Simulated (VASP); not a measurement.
# Hg (Im-3m) in VASP: further runs

The runs below take Hg through single point, with PBEsol.

Program: VASP 6.6.1. These are calculated values, not measurements. Logs are shortened: lines on timing, memory, paths and dates and some standing lists are left out, and cuts for length are marked.

**1. The cell of the first run**

Symmetry: Im-3m, No. 229, cubic system. The conventional cell has a = 3.078 Å, b = 3.078 Å, c = 3.078 Å, α = 90.00°, β = 90.00°, γ = 90.00°. Hg (site symmetry m-3m) has 14 Hg at 2.67 to 3.08 Å within 3.5 Å.

**2. Single point, PBEsol (14.57 Å³/atom)**

INCAR

```
SYSTEM = Hg
PREC = Accurate
ENCUT = 500
EDIFF = 1E-6
ISMEAR = -1
SIGMA = 0.08
LREAL = .FALSE.
LASPH = .TRUE.
NELM = 120
ALGO = Normal
ISIF = 2
LWAVE = .FALSE.
LCHARG = .FALSE.
GGA = PS
NBANDS = 12
GGA_COMPAT = .FALSE.
```

KPOINTS

```
Automatic mesh
0
G
  17 17 17
  0 0 0
```

POSCAR

```
Hg
1.0
   -1.5387714382      1.5387714382      1.5387714382
    1.5387714382     -1.5387714382      1.5387714382
    1.5387714382      1.5387714382     -1.5387714382
Hg
1
Direct
    0.0000000000      0.0000000000      0.0000000000
```

Potentials or basis: VASP PAW PBE potentials, release 64 (Hg).

Started as:

```
cat potpaw_PBE.64/Hg/POTCAR > POTCAR
mpirun -np 1 vasp_std > vasp.out
```

OUTCAR:

```text
SYSTEM = Hg
   PREC = Accurate
   ENCUT = 500
   EDIFF = 1E-6
   ISMEAR = -1
   LREAL = .FALSE.
   LASPH = .TRUE.
   NELM = 120
   ISIF = 2
   GGA = PS

 ion  position               nearest neighbor table
   1  0.000  0.000  0.000-

  LATTYP: Found a body centered cubic cell.
 ALAT       =     3.0775428764

  Lattice vectors:

 A1 = (  -1.5387714382,   1.5387714382,   1.5387714382)
 A2 = (   1.5387714382,  -1.5387714382,   1.5387714382)
 A3 = (   1.5387714382,   1.5387714382,  -1.5387714382)

Analysis of symmetry for initial positions (statically):
=====================================================================
 Subroutine PRICEL returns:
 Original cell was already a primitive cell.

 Routine SETGRP: Setting up the symmetry group for a
 body centered cubic supercell.

 Subroutine GETGRP returns: Found 48 space group operations
 (whereof 48 operations were pure point group operations)
 out of a pool of 48 trial point group operations.

The static configuration has the point symmetry O_h .

Analysis of symmetry for dynamics (positions and initial velocities):
=====================================================================
 Subroutine PRICEL returns:
 Original cell was already a primitive cell.

 Routine SETGRP: Setting up the symmetry group for a
 body centered cubic supercell.

 Subroutine GETGRP returns: Found 48 space group operations
 (whereof 48 operations were pure point group operations)
 out of a pool of 48 trial point group operations.

The dynamic configuration has the point symmetry O_h .

 Subroutine INISYM returns: Found 48 space group operations
 (whereof 48 operations are pure point group operations),
 and found     1 'primitive' translations

----------------------------------------------------------------------------------------

                                     Primitive cell

  volume of cell :      14.5741

  direct lattice vectors                    reciprocal lattice vectors
    -1.538771438  1.538771438  1.538771438     0.000000000  0.324934547  0.324934547
     1.538771438 -1.538771438  1.538771438     0.324934547  0.000000000  0.324934547
     1.538771438  1.538771438 -1.538771438     0.324934547  0.324934547  0.000000000

  length of vectors
     2.665230312  2.665230312  2.665230312     0.459526843  0.459526843  0.459526843

  position of ions in fractional coordinates (direct lattice)
     0.000000000  0.000000000  0.000000000

  ion indices of the primitive-cell ions
   primitive index   ion index
                 1           1

----------------------------------------------------------------------------------------

 KPOINTS: Automatic mesh

Automatic generation of k-mesh.
 Grid dimensions read from file:
 generate k-points for:   17   17   17

 Generating k-lattice:

  Cartesian coordinates                     Fractional coordinates (reciprocal lattice)
     0.000000000  0.019113797  0.019113797     0.058823529  0.000000000  0.000000000
     0.019113797  0.000000000  0.019113797     0.000000000  0.058823529  0.000000000
     0.019113797  0.019113797  0.000000000     0.000000000  0.000000000  0.058823529

  Length of vectors
     0.027030991  0.027030991  0.027030991

  Shift w.r.t. Gamma in fractional coordinates (k-lattice)
     0.000000000  0.000000000  0.000000000

 Subroutine IBZKPT returns following result:
 ===========================================

 Found    165 irreducible k-points:

 Following reciprocal coordinates:
            Coordinates               Weight
  0.000000  0.000000  0.000000      1.000000
  0.058824  0.000000  0.000000     12.000000
  0.117647  0.000000  0.000000     12.000000
  0.176471  0.000000  0.000000     12.000000
  0.235294  0.000000  0.000000     12.000000
  0.294118  0.000000  0.000000     12.000000
[... 16 lines left out ...]
  0.411765  0.117647  0.000000     48.000000
  0.176471  0.176471  0.000000     24.000000
 [... further k-points ...]
   k-points           NKPTS =    165   k-points in BZ     NKDIM =    165   number of bands    NBANDS=     12
   number of dos      NEDOS =    301   number of ions     NIONS =      1
   total plane-waves  NPLWV =   8000
   dimension x,y,z NGX =    20 NGY =   20 NGZ =   20
   dimension x,y,z NGXF=    40 NGYF=   40 NGZF=   40
   ions per type =               1
   NGX,Y,Z   is equivalent  to a cutoff of  12.48, 12.48, 12.48 a.u.
   NGXF,Y,Z  is equivalent  to a cutoff of  24.95, 24.95, 24.95 a.u.
 SYSTEM =  Hg
   PREC   = accura    normal or accurate (medium, high low for compatibility)
   ISTART =      0    job   : 0-new  1-cont  2-samecut
   ICHARG =      2    charge: 1-file 2-atom 10-const
   ISPIN  =      1    spin polarized calculation?
   LNONCOLLINEAR =      F non collinear calculations
   LSORBIT =      F    spin-orbit coupling
   LASPH  =      T    aspherical Exc in radial PAW
   ENCUT  =  500.0 eV  36.75 Ry    6.06 a.u.   4.86  4.86  4.86*2*pi/ulx,y,z
   NELM   =    120;   NELMIN=  2; NELMDL= -5     # of ELM steps
   EDIFF  = 0.1E-05   stopping-criterion for ELM
   LREAL  =      F    real-space projection
   EDIFFG = 0.1E-04   stopping-criterion for IOM
   NSW    =      0    number of steps for IOM
   IBRION =     -1    ionic relax: 0-MD 1-quasi-New 2-CG
   NFREE  =      0    steps in history (QN), initial steepest desc. (CG)
   ISIF   =      2    stress and relaxation
   ISYM   =      2    0-nonsym 1-usesym 2-fastsym
   POTIM  = 0.5000    time-step for ionic-motion
   TEBEG  =    0.0;   TEEND  =   0.0 temperature during run
   PSTRESS=    0.0 pullay stress
   NELECT =      12.0000    total number of electrons
   NUPDOWN=      -1.0000    fix difference up-down
   EMIN   =  10.00;   EMAX   =-10.00  energy-range for DOS
   EFERMI =   0.00;   METHOD = LEGACY
   ISMEAR =    -1;   SIGMA  =   0.08  broadening in eV -4-tet -1-fermi 0-gaus
   EFERMI_NEDOS =   21; number of points for ismear=-14 and -15
   IALGO  =     38    algorithm
   IMIX   =      4    mixing-type and parameters
     AMIX     =   0.40;   BMIX     =  1.00
     AMIX_MAG =   1.60;   BMIX_MAG =  1.00
  volume/ion in A,a.u.               =      14.57        98.35
  Fermi-wavevector in a.u.,A,eV,Ry     =   1.534409  2.899613 32.033705  2.354411
  Thomas-Fermi vector in A             =   2.641341
   LORBIT       =      0    0 simple, 1 ext, 2 COOP (PROOUT), +10 PAW based schemes
   GGA     = PS    functional components
   LHFCALC =     F    Hartree Fock is set to
   AEXX    =    0.0000 exact exchange contribution
   IVDW    =     0    specifies the selected vdW correction
   LEPSILON=     F    determine dielectric tensor
   LRPA    =     F    only Hartree local field effects (RPA)
 non-spin polarized calculation
  energy-cutoff  :      500.00
  volume of cell :       14.57
 maximum number of plane-waves:       379
   NGX =  9   NGY =  9   NGZ =  9

 number of electron      12.0000002 magnetization

 Free energy of the ion-electron system (eV)
  ---------------------------------------------------
  ext. energy  EPLUGINS =         0.00000000
  ---------------------------------------------------
  free energy    TOTEN  =         1.08455188 eV

  energy without entropy =        1.09273853  energy(sigma->0) =        1.08864520

 E-fermi :   8.7159     XC(G=0): -13.8521

 val. band max:        8.7106931315   @ k =  -0.4118   0.4706   0.3529
 cond. band min:       8.7368628067   @ k =  -0.4118  -0.4118   0.1176
 fundamental gap:      0.0261696751
 Fermi energy:         8.7158887101

 k-point     1 :       0.0000    0.0000    0.0000
  band No.  band energies     occupation
      1      -6.4164      2.00000
      2      -1.7776      2.00000
      3      -1.7776      2.00000
      4      -1.7776      2.00000
      5       0.3941      2.00000
      6       0.3941      2.00000
      7      24.0055      0.00000
      8      24.0055      0.00000
      9      24.0055      0.00000
     10      32.2008      0.00000
     11      32.2008      0.00000
     12      32.3373      0.00000

 k-point     2 :       0.0588    0.0000    0.0000
  band No.  band energies     occupation
      1      -6.2720      2.00000
      2      -1.8223      2.00000
      3      -1.7705      2.00000
      4      -1.6736      2.00000
      5       0.3402      2.00000
      6       0.3976      2.00000
      7      23.9088      0.00000
      8      24.0209      0.00000
      9      24.1700      0.00000
     10      30.2567      0.00000
     11      30.5710      0.00000
     12      31.7022      0.00000

 k-point     3 :       0.1176    0.0000    0.0000
  band No.  band energies     occupation
      1      -5.8550      2.00000
      2      -1.9487      2.00000
      3      -1.7502      2.00000
      4      -1.3685      2.00000
      5       0.2110      2.00000
      6       0.4090      2.00000
      7      23.3209      0.00000
      8      23.8928      0.00000
      9      24.6435      0.00000
     10      28.6455      0.00000
     11      28.8826      0.00000
     12      30.1729      0.00000

 k-point     4 :       0.1765    0.0000    0.0000
  band No.  band energies     occupation
      1      -5.2290      2.00000
      2      -2.1352      2.00000
      3      -1.6957      2.00000
      4      -0.8829      2.00000
      5       0.0855      2.00000
      6       0.4302      2.00000
      7      21.6102      0.00000
      8      23.2401      0.00000
      9      25.3677      0.00000
     10      27.6650      0.00000
     11      28.2539      0.00000
     12      28.5920      0.00000

 k-point     5 :       0.2353    0.0000    0.0000
  band No.  band energies     occupation
      1      -4.5604      2.00000
      2      -2.3524      2.00000
      3      -1.4759      2.00000
      4      -0.2548      2.00000
      5       0.0370      2.00000
      6       0.4624      2.00000
      7      19.0141      0.00000
      8      22.1346      0.00000
      9      26.2374      0.00000
     10      26.2490      0.00000
     11      27.5857      0.00000
     12      29.3462      0.00000
[... 228 lines left out ...]
      1      -3.7154      2.00000
      2      -2.6498      2.00000
      3      -0.7678      2.00000
      4       0.1060      2.00000
      5       0.6962      2.00000
      6       2.4089      2.00000
      7      13.4451      0.00000
      8      18.8509      0.00000
      9      21.3180      0.00000
     10      27.5036      0.00000
     11      30.9799      0.00000
     12      31.3994      0.00000

 k-point    22 :       0.3529    0.1176    0.0000
  band No.  band energies     occupation
      1      -3.7924      2.00000
      2      -2.7794      2.00000
      3      -0.1985      2.00000
      4       0.2465      2.00000
      5       0.9831      2.00000
      6       3.7466      2.00000
      7      10.8741      0.00000
      8      18.1328      0.00000
      9      20.4729      0.00000
     10      28.1522      0.00000
     11      31.1685      0.00000
     12      31.4363      0.00000

 k-point    23 :       0.4118    0.1176    0.0000
  band No.  band energies     occupation
      1      -3.8593      2.00000
      2      -2.8459      2.00000
      3       0.0627      2.00000
      4       0.2399      2.00000
      5       1.3285      2.00000
      6       5.1450      2.00000
      7       8.8289      0.39176
      8      17.7281      0.00000
      9      20.0243      0.00000
     10      28.5449      0.00000
     11      31.2476      0.00000
     12      31.2851      0.00000

 k-point    24 :       0.1765    0.1765    0.0000
  band No.  band energies     occupation
      1      -3.6713      2.00000
      2      -2.2091      2.00000
      3      -2.0540      2.00000
      4      -0.0959      2.00000
      5       0.5913      2.00000
      6       1.3454      2.00000
      7      17.2096      0.00000
      8      18.9553      0.00000
      9      22.5879      0.00000
     10      26.3003      0.00000
     11      30.2853      0.00000
     12      32.5440      0.00000

 [... further k-points ...]

------------------------ aborting loop because EDIFF is reached ----------------------------------------

  FORCE on cell =-STRESS in cart. coord.  units (eV):
  Direction    XX          YY          ZZ          XY          YZ          ZX
  --------------------------------------------------------------------------------------
  -------------------------------------------------------------------------------------
  Total        9.1751014      9.1751014      9.1751014     -0.0000000     -0.0000000      0.0000000
  in kB     1008.6468007   1008.6468007   1008.6468007     -0.0000000     -0.0000000      0.0000000
  external PRESSURE =    1008.6468007 kB  Pullay stress =       0.0000000 kB

 VOLUME and BASIS-vectors are now :
 -----------------------------------------------------------------------------
  energy-cutoff  :      500.00
  volume of cell :       14.57
      direct lattice vectors                 reciprocal lattice vectors
    -1.538771438  1.538771438  1.538771438     0.000000000  0.324934547  0.324934547
     1.538771438 -1.538771438  1.538771438     0.324934547  0.000000000  0.324934547
     1.538771438  1.538771438 -1.538771438     0.324934547  0.324934547  0.000000000

 POSITION                                       TOTAL-FORCE (eV/Angst)
 -----------------------------------------------------------------------------------
      0.00000      0.00000      0.00000         0.000000     -0.000000      0.000000
 -----------------------------------------------------------------------------------
    total drift:                                0.000000      0.000000      0.000000

  FREE ENERGIE OF THE ION-ELECTRON SYSTEM (eV)
  ---------------------------------------------------
  free  energy   TOTEN  =         1.0845518804 eV

  energy  without entropy=        1.0927385292  energy(sigma->0) =        1.08864520
```

Wall time 29 s (1 thread of Intel Xeon 8259CL, shared host); peak memory 0.15 GiB.

Results:

- Free energy: 1.0846 eV
- Pressure: 100.9 GPa
- Band gap on the k mesh: zero (bands 6 and 7 overlap by 2.85 eV)

Caveat: the cell stands under pressure; the PAW data sets were made with another functional, which shifts forces and pressure a little; spin-orbit coupling is left out, which moves the levels of the heavy elements.

**3. Single point, PBEsol**

INCAR

```
  PREC = Accurate
  ENCUT = 520
  EDIFF = 1E-7
  ISMEAR = -1
  SIGMA = 0.08
  LREAL = False
  LASPH = True
  NELM = 80
  ALGO = Normal
  ISIF = 2
  LWAVE = False
  LCHARG = False
  GGA = PS
  NBANDS = 12
```

KPOINTS

```
Automatic mesh
0
Gamma
  17 17 17
```

POSCAR

```
Hg
1.0
   -1.5385709228      1.5385709228      1.5385709228
    1.5385709228     -1.5385709228      1.5385709228
    1.5385709228      1.5385709228     -1.5385709228
Hg
1
Direct
    0.0000000000      0.0000000000      0.0000000000
```

Potentials or basis: VASP PAW PBE potentials, release 64 (Hg).

Started as:

```
cat potpaw_PBE.64/Hg/POTCAR > POTCAR
mpirun -np 1 vasp_std > vasp.out
```

OUTCAR:

```text
PREC = Accurate
   ENCUT = 520
   EDIFF = 1E-7
   ISMEAR = -1
   LREAL = False
   LASPH = True
   NELM = 80
   ISIF = 2
   GGA = PS

 ion  position               nearest neighbor table
   1  0.000  0.000  0.000-

  LATTYP: Found a body centered cubic cell.
 ALAT       =     3.0771418456

  Lattice vectors:

 A1 = (  -1.5385709228,   1.5385709228,   1.5385709228)
 A2 = (   1.5385709228,  -1.5385709228,   1.5385709228)
 A3 = (   1.5385709228,   1.5385709228,  -1.5385709228)

Analysis of symmetry for initial positions (statically):
=====================================================================
 Subroutine PRICEL returns:
 Original cell was already a primitive cell.

 Routine SETGRP: Setting up the symmetry group for a
 body centered cubic supercell.

 Subroutine GETGRP returns: Found 48 space group operations
 (whereof 48 operations were pure point group operations)
 out of a pool of 48 trial point group operations.

The static configuration has the point symmetry O_h .

[... 164 lines left out ...]
 k-point     1 :       0.0000    0.0000    0.0000
  band No.  band energies     occupation
      1      -6.4161      2.00000
      2      -1.7752      2.00000
      3      -1.7752      2.00000
      4      -1.7752      2.00000
      5       0.3980      2.00000
      6       0.3980      2.00000
      7      24.0115      0.00000
      8      24.0115      0.00000
      9      24.0115      0.00000
     10      32.2106      0.00000
     11      32.2106      0.00000
     12      32.3506      0.00000
[... 331 lines left out ...]
 k-point    24 :       0.1765    0.1765    0.0000
  band No.  band energies     occupation
      1      -3.6701      2.00000
      2      -2.2071      2.00000
      3      -2.0519      2.00000
      4      -0.0924      2.00000
      5       0.5953      2.00000
      6       1.3496      2.00000
      7      17.2180      0.00000
      8      18.9634      0.00000
      9      22.5966      0.00000
     10      26.3078      0.00000
     11      30.2953      0.00000
     12      32.5551      0.00000

 [... further k-points ...]

------------------------ aborting loop because EDIFF is reached ----------------------------------------

  FORCE on cell =-STRESS in cart. coord.  units (eV):
  Direction    XX          YY          ZZ          XY          YZ          ZX
  --------------------------------------------------------------------------------------
  -------------------------------------------------------------------------------------
  Total        9.1885224      9.1885224      9.1885224      0.0000000      0.0000000      0.0000000
  in kB     1010.5171942   1010.5171942   1010.5171942      0.0000000      0.0000000      0.0000000
  external PRESSURE =    1010.5171942 kB  Pullay stress =       0.0000000 kB

 VOLUME and BASIS-vectors are now :
 -----------------------------------------------------------------------------
  energy-cutoff  :      520.00
  volume of cell :       14.57
      direct lattice vectors                 reciprocal lattice vectors
    -1.538570923  1.538570923  1.538570923     0.000000000  0.324976894  0.324976894
     1.538570923 -1.538570923  1.538570923     0.324976894  0.000000000  0.324976894
     1.538570923  1.538570923 -1.538570923     0.324976894  0.324976894  0.000000000

 POSITION                                       TOTAL-FORCE (eV/Angst)
 -----------------------------------------------------------------------------------
      0.00000      0.00000      0.00000        -0.000000     -0.000000      0.000000
 -----------------------------------------------------------------------------------
    total drift:                                0.000000     -0.000000      0.000000

  FREE ENERGIE OF THE ION-ELECTRON SYSTEM (eV)
  ---------------------------------------------------
  free  energy   TOTEN  =         1.0880896560 eV

  energy  without entropy=        1.0962758926  energy(sigma->0) =        1.09218277
```

stdout:

```text
POSCAR found type information on POSCAR Hg
 POSCAR found :  1 types and       1 ions
 scaLAPACK will be used
 -----------------------------------------------------------------------------
|                                                                             |
|                                                                             |
|     You enforced a specific xc type in the INCAR file but a different       |
|     I HOPE YOU KNOW WHAT YOU ARE DOING!                                     |
|                                                                             |
 -----------------------------------------------------------------------------

 LDA part: xc-table for (Slater+PW92), standard interpolation
 POSCAR, INCAR and KPOINTS ok, starting setup
 FFT: planning ... GRIDC
 FFT: planning ... GRID_SOFT
 FFT: planning ... GRID
 WAVECAR not read
 entering main loop
```

Wall time 8.8 s (1 thread of Intel Xeon 6975P-C (Granite Rapids), shared host); peak memory 0.15 GiB.

What came out:

```yaml
Free_energy: 1.0881 eV
Pressure: 101.1 GPa
Band_gap_on_the_k_mesh: zero (bands 6 and 7 overlap by 2.85 eV)
```

Caveat: the cell stands under pressure; the PAW data sets were made with another functional, which shifts forces and pressure a little; spin-orbit coupling is left out, which moves the levels of the heavy elements.
